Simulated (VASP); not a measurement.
Here is a VASP 6.6.1 calculation.

INCAR

```
SYSTEM = H4WC16
ALGO = Normal
EDIFF = 1E-7
EDIFFG = -0.03
ENCUT = 520
GGA = PE
GGA_COMPAT = .FALSE.
IBRION = 2
ISIF = 2
ISMEAR = 0
LASPH = .TRUE.
LCHARG = .FALSE.
LREAL = .FALSE.
LWAVE = .FALSE.
NELM = 120
NELMDL = -8
NELMIN = 4
NSW = 80
PREC = Accurate
SIGMA = 0.02
```

File KPOINTS:

```
k-points
0
G
  3 3 1
  0 0 0
```

Contents of POSCAR:

```
H4WC16
1.0
    5.0487420000      0.0000000000      0.0000000000
    2.5243710000      4.3723390000      0.0000000000
    0.0000000000      0.0000000000     14.6764260000
H C W
4 16 1
Selective dynamics
Direct
    0.1666666800      0.1666666700      0.0681364800  F F F
    0.6666667300      0.1666666700      0.0681364800  F F F
    0.1666666900      0.6666667000      0.0681364800  F F F
    0.6666667300      0.6666667000      0.0681364800  F F F
    0.1666666800      0.1666666700      0.1430866100  F F F
    0.6666667300      0.1666666700      0.1430866100  F F F
    0.1666666900      0.6666667000      0.1430866100  F F F
    0.6666667300      0.6666667000      0.1430866100  F F F
   -0.1666666700      0.3333333500      0.1781963200  F F F
    0.3333333700      0.3333333500      0.1781963200  F F F
   -0.1666666600      0.8333333700      0.1781963200  F F F
    0.3333333800      0.8333333700      0.1781963200  F F F
   -0.1666666700      0.3333333500      0.2835254600  T T T
    0.3333333700      0.3333333500      0.2835254600  T T T
   -0.1666666600      0.8333333700      0.2835254600  T T T
    0.3333333800      0.8333333700      0.2835254600  T T T
    0.0000000000      0.0000000000      0.3186351800  T T T
    0.5000000400      0.0000000000      0.3186351800  T T T
    0.0000000100      0.5000000200      0.3186351800  T T T
    0.5000000500      0.5000000200      0.3186351800  T T T
    0.5555556200      1.0555556000      0.4814813600  T T T
```

Potentials or basis: VASP PAW PBE potentials, release 64 (H, C, W_sv).

Run with:

```console
$ cat potpaw_PBE.64/H/POTCAR potpaw_PBE.64/C/POTCAR potpaw_PBE.64/W_sv/POTCAR > POTCAR
$ mpirun -np 1 vasp_std > vasp.out
```

Predict the energy gained by relaxing.

225.4 meV/atom.

What does it give for the band gap on the k mesh?

Zero (bands 41 and 42 overlap by 0.04 eV).

Final structure:
```cif
data_structure
_symmetry_space_group_name_H-M 'P 1'
_symmetry_Int_Tables_number 1
_cell_length_a 5.0487
_cell_length_b 5.0487
_cell_length_c 14.6764
_cell_angle_alpha 90.000
_cell_angle_beta 90.000
_cell_angle_gamma 60.000
_cell_volume 323.98
loop_
_atom_site_label
_atom_site_type_symbol
_atom_site_fract_x
_atom_site_fract_y
_atom_site_fract_z
_atom_site_occupancy
H1 H 0.16667 0.16667 0.06814 1
H2 H 0.66667 0.16667 0.06814 1
H3 H 0.16667 0.66667 0.06814 1
H4 H 0.66667 0.66667 0.06814 1
C1 C 0.16667 0.16667 0.14309 1
C2 C 0.66667 0.16667 0.14309 1
C3 C 0.16667 0.66667 0.14309 1
C4 C 0.66667 0.66667 0.14309 1
C5 C 0.83333 0.33333 0.17820 1
C6 C 0.33333 0.33333 0.17820 1
C7 C 0.83333 0.83333 0.17820 1
C8 C 0.33333 0.83333 0.17820 1
C9 C 0.83651 0.33651 0.28387 1
C10 C 0.32697 0.33648 0.28385 1
C11 C 0.83648 0.82697 0.28385 1
C12 C 0.33327 0.83327 0.29328 1
C13 C 0.99681 0.00175 0.31907 1
C14 C 0.50146 0.00146 0.31903 1
C15 C 0.00003 0.50003 0.31326 1
C16 C 0.50175 0.49681 0.31907 1
W1 W 0.66621 0.16621 0.41932 1
```

Caveat: the k points lie up to 0.48 Å⁻¹ apart; there is no dipole correction, which matters where the two faces differ; spin-orbit coupling is left out, which moves the levels of the heavy elements.
